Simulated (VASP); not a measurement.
Runs of VASP 6.6.1 on ReBi. The structure is that of space group P6_3/mmc (No. 194), or close to it. The cells are those of the table. 

```csv
level,cell,further INCAR settings,gap on the mesh (eV),pressure (GPa)
PBE,"a = 4.606, b = 4.606, c = 5.055 Å, angles 90.0, 90.0, 120.0°, 4 atoms",ALGO = Fast; EDIFF = 1e-07; NBANDS = 30,none,-2.4
PBE,"a = 4.444, b = 4.444, c = 5.030 Å, angles 90.0, 90.0, 120.0°, 4 atoms",ALGO = Fast; EDIFF = 1e-06; NBANDS = 30,none,7.9
PBE,"a = 4.779, b = 4.779, c = 5.063 Å, angles 90.0, 90.0, 120.0°, 4 atoms",ALGO = Fast; EDIFF = 1e-06; NBANDS = 30,none,(a)
PBEsol,"a = 4.561, b = 4.561, c = 5.053 Å, angles 90.0, 90.0, 120.0°, 4 atoms",ALGO = Fast; EDIFF = 1e-06; NBANDS = 30,none,-5.3
PBE,"a = 4.646, b = 4.646, c = 5.064 Å, angles 90.0, 90.0, 120.0°, 4 atoms",ALGO = Fast; EDIFF = 1e-07; NBANDS = 30,none,(b)
```

Alike in all rows: task single point; potentials or basis VASP PAW PBE potentials, release 64 (Re, Bi_d); no spin polarisation; k mesh 10 × 10 × 6; cutoff (eV) 520; smearing gaussian 0.05 eV.

Q: Estimate the missing entries.

A: (a) -8.6; (b) -4.4.

Caveats: spin-orbit coupling is left out, which moves the levels of the heavy elements; the cell stands under tension (at least some runs); the cell stands under pressure (at least some runs); the PAW data sets were made with another functional, which shifts forces and pressure a little (at least some runs).

A k mesh can miss the band edges, and the runs leave out spin-orbit coupling on Bi, Re.

A gap of «none» marks levels without a gap at the run's occupations.
